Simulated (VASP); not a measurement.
# Sn (R-3m) in VASP: a series of runs

Runs on Sn. Level: PBE. Tasks: single point.

All numbers are computed with VASP 6.6.1; they aren't measurements. Logs are shortened: lines on timing, memory, paths and dates and some standing lists are left out, and cuts for length are marked.

**1. The cell of the first run**

Symmetry: R-3m, No. 166, trigonal system. The conventional cell has a = 4.519 Å, b = 4.519 Å, c = 12.570 Å, α = 90.00°, β = 90.00°, γ = 120.00°. Within 4.0 Å of Sn (site symmetry 3m) lie 6 Sn at 3.02 to 3.73 Å.

**2. Single point, PBE**

The input, INCAR:

```
PREC     = Accurate       # precision mode
ENCUT    = 520            # plane-wave cutoff, eV
EDIFF    = 1E-7           # SCF threshold, eV
ISMEAR   = 0              # smearing method
SIGMA    = 0.1            # smearing width, eV
LREAL    = False          # projectors in reciprocal space
LASPH    = True           # aspherical terms in the spheres
NELM     = 60             # most SCF steps
ALGO     = Fast           # electronic algorithm
ISIF     = 2              # what is computed and relaxed
LWAVE    = False          # write WAVECAR
LCHARG   = False          # write CHGCAR
GGA      = PE             # functional
NBANDS   = 21             # bands
```

The input, KPOINTS:

```
Automatic mesh
0
Gamma
  6 6 6
```

The input, POSCAR:

```
Sn
1.0
    2.2595264257      1.3045381901      4.1900208549
   -2.2595264257      1.3045381901      4.1900208549
    0.0000000000     -2.6090763802      4.1900208549
Sn
2
Direct
    0.2275400000      0.2275400000      0.2275400000
    0.7724600000      0.7724600000      0.7724600000
```

Potentials or basis: VASP PAW PBE potentials, release 64 (Sn_d).

Run with:

```console
$ cat potpaw_PBE.64/Sn_d/POTCAR > POTCAR
$ mpirun -np 1 vasp_std > vasp.out
```

OUTCAR:

```text
PREC = Accurate
   ENCUT = 520
   EDIFF = 1E-7
   ISMEAR = 0
   LREAL = False
   LASPH = True
   NELM = 60
   ISIF = 2
   GGA = PE

 ion  position               nearest neighbor table
   1  0.228  0.228  0.228-   2 3.02   2 3.02   2 3.02   2 3.73   2 3.73   2 3.73
   2  0.772  0.772  0.772-   1 3.02   1 3.02   1 3.02   1 3.73   1 3.73   1 3.73

  LATTYP: Found a trigonal (rhomboedric) cell.
 ALAT       =     4.9359451296
 COS(alpha) =     0.5808936906

  Lattice vectors:

 A1 = (   2.2595264257,   1.3045381901,   4.1900208549)
 A2 = (  -2.2595264257,   1.3045381901,   4.1900208549)
 A3 = (   0.0000000000,  -2.6090763802,   4.1900208549)

Analysis of symmetry for initial positions (statically):
=====================================================================
 Subroutine PRICEL returns:
 Original cell was already a primitive cell.

 Routine SETGRP: Setting up the symmetry group for a
 trigonal (rhombohedral) supercell.

 Subroutine GETGRP returns: Found 12 space group operations
 (whereof 12 operations were pure point group operations)
 out of a pool of 12 trial point group operations.

The static configuration has the point symmetry D_3d.

Analysis of symmetry for dynamics (positions and initial velocities):
=====================================================================
 Subroutine PRICEL returns:
 Original cell was already a primitive cell.

 Routine SETGRP: Setting up the symmetry group for a
 trigonal (rhombohedral) supercell.

 Subroutine GETGRP returns: Found 12 space group operations
 (whereof 12 operations were pure point group operations)
 out of a pool of 12 trial point group operations.

The dynamic configuration has the point symmetry D_3d.

 Subroutine INISYM returns: Found 12 space group operations
 (whereof 12 operations are pure point group operations),
 and found     1 'primitive' translations

----------------------------------------------------------------------------------------

                                     Primitive cell

  volume of cell :      74.1040

  direct lattice vectors                    reciprocal lattice vectors
     2.259526426  1.304538190  4.190020855     0.221285308  0.127759132  0.079554099
    -2.259526426  1.304538190  4.190020855    -0.221285308  0.127759132  0.079554099
     0.000000000 -2.609076380  4.190020855     0.000000000 -0.255518264  0.079554099

  length of vectors
     4.935945130  4.935945130  4.935945130     0.267616214  0.267616214  0.267616214

  position of ions in fractional coordinates (direct lattice)
     0.227540000  0.227540000  0.227540000
     0.772460000  0.772460000  0.772460000

  ion indices of the primitive-cell ions
   primitive index   ion index
                 1           1
                 2           2

----------------------------------------------------------------------------------------

 KPOINTS: Automatic mesh

Automatic generation of k-mesh.
 Grid dimensions read from file:
 generate k-points for:    6    6    6

 Generating k-lattice:

  Cartesian coordinates                     Fractional coordinates (reciprocal lattice)
     0.036880885  0.021293189  0.013259016     0.166666667  0.000000000 -0.000000000
    -0.036880885  0.021293189  0.013259016     0.000000000  0.166666667 -0.000000000
     0.000000000 -0.042586377  0.013259016    -0.000000000 -0.000000000  0.166666667

  Length of vectors
     0.044602702  0.044602702  0.044602702

  Shift w.r.t. Gamma in fractional coordinates (k-lattice)
     0.000000000  0.000000000  0.000000000

 Subroutine IBZKPT returns following result:
 ===========================================

 Found     32 irreducible k-points:

 Following reciprocal coordinates:
            Coordinates               Weight
  0.000000  0.000000  0.000000      1.000000
  0.166667 -0.000000  0.000000      6.000000
  0.333333 -0.000000 -0.000000      6.000000
  0.500000 -0.000000 -0.000000      3.000000
  0.166667  0.166667 -0.000000      6.000000
  0.333333  0.166667 -0.000000     12.000000
[... 16 lines left out ...]
  0.500000  0.500000  0.166667      6.000000
 -0.333333  0.500000  0.166667     12.000000
 [... further k-points ...]
   k-points           NKPTS =     32   k-points in BZ     NKDIM =     32   number of bands    NBANDS=     21
   number of dos      NEDOS =    301   number of ions     NIONS =      2
   total plane-waves  NPLWV =  64000
   dimension x,y,z NGX =    40 NGY =   40 NGZ =   40
   dimension x,y,z NGXF=    80 NGYF=   80 NGZF=   80
   ions per type =               2
   NGX,Y,Z   is equivalent  to a cutoff of  13.47, 13.47, 13.47 a.u.
   NGXF,Y,Z  is equivalent  to a cutoff of  26.94, 26.94, 26.94 a.u.
 SYSTEM =  unknown system
   PREC   = accura    normal or accurate (medium, high low for compatibility)
   ISTART =      0    job   : 0-new  1-cont  2-samecut
   ICHARG =      2    charge: 1-file 2-atom 10-const
   ISPIN  =      1    spin polarized calculation?
   LNONCOLLINEAR =      F non collinear calculations
   LSORBIT =      F    spin-orbit coupling
   LASPH  =      T    aspherical Exc in radial PAW
   ENCUT  =  520.0 eV  38.22 Ry    6.18 a.u.   9.18  9.18  9.18*2*pi/ulx,y,z
   NELM   =     60;   NELMIN=  2; NELMDL= -5     # of ELM steps
   EDIFF  = 0.1E-06   stopping-criterion for ELM
   LREAL  =      F    real-space projection
   EDIFFG = 0.1E-05   stopping-criterion for IOM
   NSW    =      0    number of steps for IOM
   IBRION =     -1    ionic relax: 0-MD 1-quasi-New 2-CG
   NFREE  =      0    steps in history (QN), initial steepest desc. (CG)
   ISIF   =      2    stress and relaxation
   ISYM   =      2    0-nonsym 1-usesym 2-fastsym
   POTIM  = 0.5000    time-step for ionic-motion
   TEBEG  =    0.0;   TEEND  =   0.0 temperature during run
   PSTRESS=    0.0 pullay stress
   NELECT =      28.0000    total number of electrons
   NUPDOWN=      -1.0000    fix difference up-down
   EMIN   =  10.00;   EMAX   =-10.00  energy-range for DOS
   EFERMI =   0.00;   METHOD = LEGACY
   ISMEAR =     0;   SIGMA  =   0.10  broadening in eV -4-tet -1-fermi 0-gaus
   EFERMI_NEDOS =   21; number of points for ismear=-14 and -15
   IALGO  =     68    algorithm
   IMIX   =      4    mixing-type and parameters
     AMIX     =   0.40;   BMIX     =  1.00
     AMIX_MAG =   1.60;   BMIX_MAG =  1.00
  volume/ion in A,a.u.               =      37.05       250.04
  Fermi-wavevector in a.u.,A,eV,Ry     =   1.183533  2.236553 19.058358  1.400750
  Thomas-Fermi vector in A             =   2.319765
   LORBIT       =      0    0 simple, 1 ext, 2 COOP (PROOUT), +10 PAW based schemes
   GGA     = PE    functional components
   LHFCALC =     F    Hartree Fock is set to
   AEXX    =    0.0000 exact exchange contribution
   IVDW    =     0    specifies the selected vdW correction
   LEPSILON=     F    determine dielectric tensor
   LRPA    =     F    only Hartree local field effects (RPA)
 non-spin polarized calculation
 RMM-DIIS sequential band-by-band and
 Gauss-broadening in eV      SIGMA  =   0.10
  energy-cutoff  :      520.00
  volume of cell :       74.10
 maximum number of plane-waves:      2032
 NGX is ok and might be reduce to    40

 number of electron      28.0000003 magnetization

 Free energy of the ion-electron system (eV)
  ---------------------------------------------------
  ext. energy  EPLUGINS =         0.00000000
  ---------------------------------------------------
  free energy    TOTEN  =        -7.08979662 eV

  energy without entropy =       -7.08165370  energy(sigma->0) =       -7.08572516

 E-fermi :   4.5635     XC(G=0):  -8.8226

 val. band max:        4.5008028239   @ k =   0.5000  -0.0000  -0.0000
 cond. band min:       4.5700465461   @ k =   0.5000   0.1667   0.1667
 fundamental gap:      0.0692437222
 Fermi energy:         4.5634600829

 k-point     1 :       0.0000    0.0000    0.0000
  band No.  band energies     occupation
      1     -16.8446      2.00000
      2     -16.8446      2.00000
      3     -16.7397      2.00000
      4     -16.7366      2.00000
      5     -16.7366      2.00000
      6     -16.6337      2.00000
[... 13 lines left out ...]
     20      11.1293      0.00000
     21      11.2321      0.00000

 k-point     2 :       0.1667   -0.0000    0.0000
  band No.  band energies     occupation
      1     -16.8359      2.00000
      2     -16.8290      2.00000
      3     -16.7363      2.00000
      4     -16.7274      2.00000
      5     -16.7262      2.00000
      6     -16.6403      2.00000
[... 13 lines left out ...]
     20      10.6994      0.00000
     21      11.2935      0.00000

 k-point     3 :       0.3333   -0.0000   -0.0000
  band No.  band energies     occupation
      1     -16.8163      2.00000
      2     -16.7877      2.00000
      3     -16.7329      2.00000
      4     -16.7004      2.00000
      5     -16.6999      2.00000
      6     -16.6625      2.00000
[... 13 lines left out ...]
     20      12.1400      0.00000
     21      12.8097      0.00000

 k-point     4 :       0.5000   -0.0000   -0.0000
  band No.  band energies     occupation
      1     -16.8048      2.00000
      2     -16.7520      2.00000
      3     -16.7198      2.00000
      4     -16.7156      2.00000
      5     -16.6731      2.00000
      6     -16.6597      2.00000
[... 13 lines left out ...]
     20      13.0726      0.00000
     21      14.8297      0.00000

 k-point     5 :       0.1667    0.1667   -0.0000
  band No.  band energies     occupation
      1     -16.8424      2.00000
      2     -16.8190      2.00000
      3     -16.7401      2.00000
      4     -16.7252      2.00000
      5     -16.7232      2.00000
      6     -16.6409      2.00000
[... 13 lines left out ...]
     20      11.4211      0.00000
     21      11.9373      0.00000

 k-point     6 :       0.3333    0.1667   -0.0000
  band No.  band energies     occupation
      1     -16.8304      2.00000
      2     -16.7889      2.00000
      3     -16.7307      2.00000
      4     -16.7219      2.00000
      5     -16.6966      2.00000
      6     -16.6570      2.00000
[... 13 lines left out ...]
     20      12.2951      0.00000
     21      13.3471      0.00000

 k-point     7 :       0.5000    0.1667   -0.0000
  band No.  band energies     occupation
      1     -16.8138      2.00000
      2     -16.7538      2.00000
      3     -16.7240      2.00000
      4     -16.7016      2.00000
      5     -16.6842      2.00000
      6     -16.6652      2.00000
[... 13 lines left out ...]
     20      12.8970      0.00000
     21      13.5841      0.00000
[... 291 lines left out ...]
      1     -16.8235      2.00000
      2     -16.7835      2.00000
      3     -16.7291      2.00000
      4     -16.7205      2.00000
      5     -16.6954      2.00000
      6     -16.6552      2.00000
[... 13 lines left out ...]
     20      13.0058      0.00000
     21      13.5778      0.00000

 k-point    21 :      -0.3333    0.3333    0.1667
  band No.  band energies     occupation
      1     -16.8167      2.00000
      2     -16.7584      2.00000
      3     -16.7249      2.00000
      4     -16.7016      2.00000
      5     -16.6812      2.00000
      6     -16.6653      2.00000
[... 13 lines left out ...]
     20      11.8040      0.00000
     21      15.1705      0.00000

 k-point    22 :      -0.1667    0.3333    0.1667
  band No.  band energies     occupation
      1     -16.8254      2.00000
      2     -16.7515      2.00000
      3     -16.7224      2.00000
      4     -16.7094      2.00000
      5     -16.6804      2.00000
      6     -16.6635      2.00000
[... 13 lines left out ...]
     20      13.3465      0.00000
     21      13.9912      0.00000

 k-point    23 :       0.5000    0.5000    0.1667
  band No.  band energies     occupation
      1     -16.8298      2.00000
      2     -16.7698      2.00000
      3     -16.7412      2.00000
      4     -16.6993      2.00000
      5     -16.6934      2.00000
      6     -16.6579      2.00000
[... 13 lines left out ...]
     20      14.0936      0.00000
     21      14.4532      0.00000

 k-point    24 :      -0.3333    0.5000    0.1667
  band No.  band energies     occupation
      1     -16.8245      2.00000
      2     -16.7576      2.00000
      3     -16.7273      2.00000
      4     -16.7020      2.00000
      5     -16.6784      2.00000
      6     -16.6647      2.00000
[... 13 lines left out ...]
     20      12.6153      0.00000
     21      14.9331      0.00000

 [... further k-points ...]
[... 5 lines left out ...]
  --------------------------------------------------------------------------------------
  -------------------------------------------------------------------------------------
  Total       -1.8156850     -1.8156850     -2.0784101      0.0000000      0.0000000      0.0000000
  in kB      -39.2563052    -39.2563052    -44.9365948      0.0000000      0.0000000      0.0000000
  external PRESSURE =     -41.1497350 kB  Pullay stress =       0.0000000 kB

 VOLUME and BASIS-vectors are now :
 -----------------------------------------------------------------------------
  energy-cutoff  :      520.00
  volume of cell :       74.10
      direct lattice vectors                 reciprocal lattice vectors
     2.259526426  1.304538190  4.190020855     0.221285308  0.127759132  0.079554099
    -2.259526426  1.304538190  4.190020855    -0.221285308  0.127759132  0.079554099
     0.000000000 -2.609076380  4.190020855     0.000000000 -0.255518264  0.079554099

 POSITION                                       TOTAL-FORCE (eV/Angst)
 -----------------------------------------------------------------------------------
      0.00000      0.00000      2.86019         0.000000      0.000000      0.144630
      0.00000      0.00000      9.70987         0.000000     -0.000000     -0.144630
 -----------------------------------------------------------------------------------
    total drift:                               -0.000000      0.000000     -0.000000

  FREE ENERGIE OF THE ION-ELECTRON SYSTEM (eV)
  ---------------------------------------------------
  free  energy   TOTEN  =        -7.0897966250 eV

  energy  without entropy=       -7.0816536971  energy(sigma->0) =       -7.08572516
```

It took 73 s on 1 thread of Intel Xeon Platinum 8259CL at 2.50GHz (Skylake/Cascade Lake), shared host; peak memory 0.25 GiB.

What came out:

| Quantity | Value |
| --- | --- |
| Free energy | -7.0898 eV |
| Pressure | -4.1 GPa |
| Largest force | 0.145 eV/Å |
| Band gap on the k mesh | zero (band 14 reaches 5.32 eV, above the bottom of band 15 at 3.32 eV) |

Forces on the atoms (eV/Å):
```
Sn   0.000  0.000  0.145
Sn   0.000  0.000 -0.145
```

Stress tensor (GPa, compression positive):
```
-3.93  0.00  0.00
 0.00 -3.93  0.00
 0.00  0.00 -4.49
```

Caveat: spin-orbit coupling is left out, which moves the levels of the heavy elements.

**3. Single point, PBE**

This run uses another cell than the first one: it holds 1 atom, not 2.

The input, INCAR:

```
ALGO = Normal
EDIFF = 1E-6
ENCUT = 520
GGA = PE
ISIF = 2
ISMEAR = 0
LASPH = T
LCHARG = F
LREAL = F
LWAVE = F
NBANDS = 13
NELM = 80
PREC = Accurate
SIGMA = 0.1
```

The input, KPOINTS:

```
k-points
0
Gamma
  15 15 15
```

The input, POSCAR:

```
Sn
1.0
    2.1290059353      1.2291821498      1.8702877786
   -2.1290059353      1.2291821498      1.8702877786
    0.0000000000     -2.4583642997      1.8702877786
Sn
1
Direct
    0.5000000000      0.5000000000      0.5000000000
```

Potentials or basis: VASP PAW PBE potentials, release 64 (Sn_d).

Run with:

```console
$ cat potpaw_PBE.64/Sn_d/POTCAR > POTCAR
$ mpirun -np 1 vasp_std > vasp.out
```

Run time: 44 s. Hardware: 1 thread of Intel Xeon Platinum 8259CL at 2.50GHz (Skylake/Cascade Lake), shared host; peak memory 0.23 GiB.

It converged, with:

```yaml
Free_energy: -3.7719 eV
Pressure: 0.0 GPa
Band_gap_on_the_k_mesh: zero (band 7 reaches 12.16 eV, above the bottom of band 8 at 5.22 eV)
```

Levels at points of the mesh, in eV from the Fermi level:
```tsv
k point	band 4	band 5	band 6	band 7	band 8	band 9	band 10	band 11
(0.00, 0.00, 0.00)	-21.24	-21.22	-10.63	5.19	5.19	5.48	8.60	8.60
```

Caveat: spin-orbit coupling is left out, which moves the levels of the heavy elements.
